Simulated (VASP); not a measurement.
# Lu3BeH3 (Pm-3m) in VASP: notebook

Lu3BeH3 is run at these levels: PBE; tasks: single point, relaxation of cell and atoms.

All numbers are computed with VASP 6.6.1; they aren't measurements. Logs are shortened: lines on timing, memory, paths and dates and some standing lists are left out, and cuts for length are marked.

### Step 1. The cell of the first run

Symmetry: Pm-3m, No. 221, cubic system. The conventional cell has a = 5.029 Å, b = 5.029 Å, c = 5.029 Å, α = 90.00°, β = 90.00°, γ = 90.00°. Within 3.3 Å of Lu (site symmetry 4/mmm) lie 2 Be at 2.51 Å and 4 H at 2.51 Å. Within 3.3 Å of Be (site symmetry m-3m) lie 6 Lu at 2.51 Å. Within 3.3 Å of H (site symmetry 4/mmm) lie 4 Lu at 2.51 Å.

The cell was built from a structure type or drawn by symmetry, and may not be a known phase.

### Step 2. Single point, PBE

INCAR reads:

```
SYSTEM = Lu3BeH3
PREC = Accurate
ENCUT = 520
EDIFF = 1E-7
ISMEAR = 0
SIGMA = 0.1
LREAL = .False.
LASPH = .True.
NELM = 80
ALGO = Normal
ISIF = 2
LWAVE = .False.
LCHARG = .False.
GGA = PE
NBANDS = 49
```

KPOINTS reads:

```
regular mesh
0
Gamma
  4 4 4
  0 0 0
```

POSCAR reads:

```
Lu3BeH3
1.0
    5.0294341829      0.0000000000      0.0000000000
    0.0000000000      5.0294341829      0.0000000000
    0.0000000000      0.0000000000      5.0294341829
Lu Be H
3 1 3
Direct
    0.5000000000      0.0000000000      0.0000000000
    0.0000000000      0.5000000000      0.0000000000
    0.0000000000      0.0000000000      0.5000000000
    0.0000000000      0.0000000000      0.0000000000
    0.0000000000      0.5000000000      0.5000000000
    0.5000000000      0.0000000000      0.5000000000
    0.5000000000      0.5000000000      0.0000000000
```

Potentials or basis: VASP PAW PBE potentials, release 64 (Lu, Be, H).

Launch:

```
cat potpaw_PBE.64/Lu/POTCAR potpaw_PBE.64/Be/POTCAR potpaw_PBE.64/H/POTCAR > POTCAR
mpirun -np 1 vasp_std > vasp.out
```

OUTCAR:

```text
SYSTEM = Lu3BeH3
   PREC = Accurate
   ENCUT = 520
   EDIFF = 1E-7
   ISMEAR = 0
   LREAL = .False.
   LASPH = .True.
   NELM = 80
   ISIF = 2
   GGA = PE

 ion  position               nearest neighbor table
   1  0.500  0.000  0.000-   4 2.51   4 2.51   2 3.56   3 3.56   2 3.56   2 3.56   3 3.56   3 3.56
                             3 3.56   2 3.56
   2  0.000  0.500  0.000-   4 2.51   4 2.51   1 3.56   3 3.56   1 3.56   3 3.56   3 3.56   3 3.56
                             1 3.56   1 3.56
   3  0.000  0.000  0.500-   4 2.51   4 2.51   1 3.56   1 3.56   2 3.56   2 3.56   2 3.56   2 3.56
                             1 3.56   1 3.56
   4  0.000  0.000  0.000-   1 2.51   2 2.51   3 2.51   3 2.51   2 2.51   1 2.51
   5  0.000  0.500  0.500-
   6  0.500  0.000  0.500-
   7  0.500  0.500  0.000-

  LATTYP: Found a simple cubic cell.
 ALAT       =     5.0294341829

  Lattice vectors:

 A1 = (   5.0294341829,   0.0000000000,   0.0000000000)
 A2 = (   0.0000000000,   5.0294341829,   0.0000000000)
 A3 = (   0.0000000000,   0.0000000000,   5.0294341829)

Analysis of symmetry for initial positions (statically):
=====================================================================
 Subroutine PRICEL returns:
 Original cell was already a primitive cell.

 Routine SETGRP: Setting up the symmetry group for a
 simple cubic supercell.

 Subroutine GETGRP returns: Found 48 space group operations
 (whereof 48 operations were pure point group operations)
 out of a pool of 48 trial point group operations.

The static configuration has the point symmetry O_h .

Analysis of symmetry for dynamics (positions and initial velocities):
=====================================================================
 Subroutine PRICEL returns:
 Original cell was already a primitive cell.

 Routine SETGRP: Setting up the symmetry group for a
 simple cubic supercell.

 Subroutine GETGRP returns: Found 48 space group operations
 (whereof 48 operations were pure point group operations)
 out of a pool of 48 trial point group operations.

The dynamic configuration has the point symmetry O_h .

 Subroutine INISYM returns: Found 48 space group operations
 (whereof 48 operations are pure point group operations),
 and found     1 'primitive' translations

----------------------------------------------------------------------------------------

                                     Primitive cell

  volume of cell :     127.2206

  direct lattice vectors                    reciprocal lattice vectors
     5.029434183  0.000000000  0.000000000     0.198829523  0.000000000  0.000000000
     0.000000000  5.029434183  0.000000000     0.000000000  0.198829523  0.000000000
[... 88 lines left out ...]
   POTIM  = 0.5000    time-step for ionic-motion
   TEBEG  =    0.0;   TEEND  =   0.0 temperature during run
   PSTRESS=    0.0 pullay stress
   NELECT =      80.0000    total number of electrons
   NUPDOWN=      -1.0000    fix difference up-down
   EMIN   =  10.00;   EMAX   =-10.00  energy-range for DOS
   EFERMI =   0.00;   METHOD = LEGACY
   ISMEAR =     0;   SIGMA  =   0.10  broadening in eV -4-tet -1-fermi 0-gaus
   EFERMI_NEDOS =   21; number of points for ismear=-14 and -15
   IALGO  =     38    algorithm
   IMIX   =      4    mixing-type and parameters
     AMIX     =   0.40;   BMIX     =  1.00
     AMIX_MAG =   1.60;   BMIX_MAG =  1.00
  volume/ion in A,a.u.               =      18.17       122.65
  Fermi-wavevector in a.u.,A,eV,Ry     =   1.402552  2.650439 26.764737  1.967153
  Thomas-Fermi vector in A             =   2.525303
   LORBIT       =      0    0 simple, 1 ext, 2 COOP (PROOUT), +10 PAW based schemes
   GGA     = PE    functional components
   LHFCALC =     F    Hartree Fock is set to
   AEXX    =    0.0000 exact exchange contribution
   IVDW    =     0    specifies the selected vdW correction
   LEPSILON=     F    determine dielectric tensor
   LRPA    =     F    only Hartree local field effects (RPA)
 non-spin polarized calculation
 Gauss-broadening in eV      SIGMA  =   0.10
  energy-cutoff  :      520.00
  volume of cell :      127.22
 maximum number of plane-waves:      3450
 NGX is ok and might be reduce to    40
   NGX = 19   NGY = 19   NGZ = 19

 number of electron      80.0000028 magnetization

 Free energy of the ion-electron system (eV)
  ---------------------------------------------------
  ext. energy  EPLUGINS =         0.00000000
  ---------------------------------------------------
  free energy    TOTEN  =       -27.02177505 eV

  energy without entropy =      -26.99117999  energy(sigma->0) =      -27.00647752

 E-fermi :   1.5352     XC(G=0):  -9.4448

 val. band max:        1.5334210606   @ k =   0.0000   0.0000   0.0000
 cond. band min:       1.5852276558   @ k =   0.5000   0.2500   0.2500
 fundamental gap:      0.0518065952
 Fermi energy:         1.5351562478

 k-point     1 :       0.0000    0.0000    0.0000
  band No.  band energies     occupation
      1     -54.8836      2.00000
      2     -54.8639      2.00000
      3     -54.8639      2.00000
      4     -25.6918      2.00000
      5     -25.6918      2.00000
      6     -25.6918      2.00000
[... 509 lines left out ...]
     48       5.6010      0.00000
     49       5.6010      0.00000

------------------------ aborting loop because EDIFF is reached ----------------------------------------

  FORCE on cell =-STRESS in cart. coord.  units (eV):
  Direction    XX          YY          ZZ          XY          YZ          ZX
  --------------------------------------------------------------------------------------
  -------------------------------------------------------------------------------------
  Total       -0.0736238     -0.0736238     -0.0736238      0.0000000      0.0000000      0.0000000
  in kB       -0.9271953     -0.9271953     -0.9271953      0.0000000      0.0000000      0.0000000
  external PRESSURE =      -0.9271953 kB  Pullay stress =       0.0000000 kB

 VOLUME and BASIS-vectors are now :
 -----------------------------------------------------------------------------
  energy-cutoff  :      520.00
  volume of cell :      127.22
      direct lattice vectors                 reciprocal lattice vectors
     5.029434183  0.000000000  0.000000000     0.198829523  0.000000000  0.000000000
     0.000000000  5.029434183  0.000000000     0.000000000  0.198829523  0.000000000
     0.000000000  0.000000000  5.029434183     0.000000000  0.000000000  0.198829523

 POSITION                                       TOTAL-FORCE (eV/Angst)
 -----------------------------------------------------------------------------------
      2.51472      0.00000      0.00000         0.000000      0.000000      0.000000
      0.00000      2.51472      0.00000         0.000000      0.000000      0.000000
      0.00000      0.00000      2.51472         0.000000      0.000000      0.000000
      0.00000      0.00000      0.00000         0.000000      0.000000      0.000000
      0.00000      2.51472      2.51472         0.000000      0.000000      0.000000
      2.51472      0.00000      2.51472         0.000000      0.000000      0.000000
      2.51472      2.51472      0.00000         0.000000      0.000000      0.000000
 -----------------------------------------------------------------------------------
    total drift:                               -0.000000      0.000000     -0.000000

  FREE ENERGIE OF THE ION-ELECTRON SYSTEM (eV)
  ---------------------------------------------------
  free  energy   TOTEN  =       -27.0217750461 eV

  energy  without entropy=      -26.9911799855  energy(sigma->0) =      -27.00647752
```

OSZICAR:

```text
N       E                     dE             d eps       ncg     rms          rms(c)
DAV:   1     0.736404190243E+03    0.73640E+03   -0.27959E+04  1412   0.516E+03
DAV:   2     0.814716609487E+02   -0.65493E+03   -0.61336E+03  1268   0.909E+02
DAV:   3    -0.168294339327E+02   -0.98301E+02   -0.94950E+02  1116   0.208E+02
DAV:   4    -0.305157864231E+02   -0.13686E+02   -0.13560E+02  1644   0.603E+01
DAV:   5    -0.312915516675E+02   -0.77577E+00   -0.77465E+00  1551   0.124E+01    0.116E+01
DAV:   6    -0.271562293198E+02    0.41353E+01   -0.10329E+01  1581   0.371E+01    0.437E+00
DAV:   7    -0.270204468889E+02    0.13578E+00   -0.30596E+00  1334   0.865E+00    0.135E+00
DAV:   8    -0.270235917894E+02   -0.31449E-02   -0.38483E-01  1264   0.594E+00    0.590E-01
DAV:   9    -0.270192858656E+02    0.43059E-02   -0.44332E-02  1527   0.175E+00    0.298E-01
DAV:  10    -0.270213135910E+02   -0.20277E-02   -0.87676E-03  1350   0.614E-01    0.109E-01
DAV:  11    -0.270216936646E+02   -0.38007E-03   -0.14113E-03  1400   0.289E-01    0.359E-02
DAV:  12    -0.270217452422E+02   -0.51578E-04   -0.25918E-04  1192   0.912E-02    0.187E-02
DAV:  13    -0.270217743981E+02   -0.29156E-04   -0.10442E-04  1304   0.828E-02    0.104E-02
DAV:  14    -0.270217747197E+02   -0.32167E-06   -0.17887E-05  1431   0.241E-02    0.343E-03
DAV:  15    -0.270217750867E+02   -0.36697E-06   -0.52051E-06  1392   0.203E-02    0.189E-03
DAV:  16    -0.270217751276E+02   -0.40847E-07   -0.14390E-06  1054   0.728E-03    0.107E-03
DAV:  17    -0.270217749932E+02    0.13438E-06   -0.38513E-07   951   0.825E-03    0.425E-04
DAV:  18    -0.270217750461E+02   -0.52885E-07   -0.47281E-08   581   0.157E-03
   1 F= -.27021775E+02 E0= -.27006478E+02  d E =-.305951E-01
```

stdout:

```text
POSCAR found type information on POSCAR LuBeH
 POSCAR found :  3 types and       7 ions
 scaLAPACK will be used
 LDA part: xc-table for (Slater+PW92), standard interpolation
 POSCAR, INCAR and KPOINTS ok, starting setup
 FFT: planning ... GRIDC
 FFT: planning ... GRID_SOFT
 FFT: planning ... GRID
 WAVECAR not read
 entering main loop
```

Wall time 2.4 min (1 thread of Intel Xeon Platinum 8259CL at 2.50GHz (Skylake/Cascade Lake), shared host); peak memory 0.27 GiB.

Results:

- Free energy: -27.0218 eV
- Pressure: -0.1 GPa
- Band gap on the k mesh: zero (bands 40 and 41 overlap by 0.95 eV)

Levels at points of the mesh, in eV from the Fermi level:
```csv
k point,band 36,band 37,band 38,band 39,band 40,band 41,band 42,band 43,band 44,band 45
"(0.00, 0.00, 0.00)",-4.42,-3.93,0.00,0.00,0.00,0.78,0.78,0.78,3.48,3.48
"(0.50, 0.00, 0.00)",-3.63,-3.50,-0.60,-0.01,-0.01,0.33,0.47,0.47,1.57,2.26
"(0.50, 0.50, 0.00)",-3.73,-3.44,-1.69,-1.69,-0.65,0.92,1.22,1.33,1.33,1.54
"(0.50, 0.50, 0.50)",-3.52,-2.96,-2.96,-2.96,-1.72,-0.96,1.63,1.63,1.63,1.78
```

Caveat: spin-orbit coupling is left out, which moves the levels of the heavy elements.

(Part 1 of 2 ends here.)
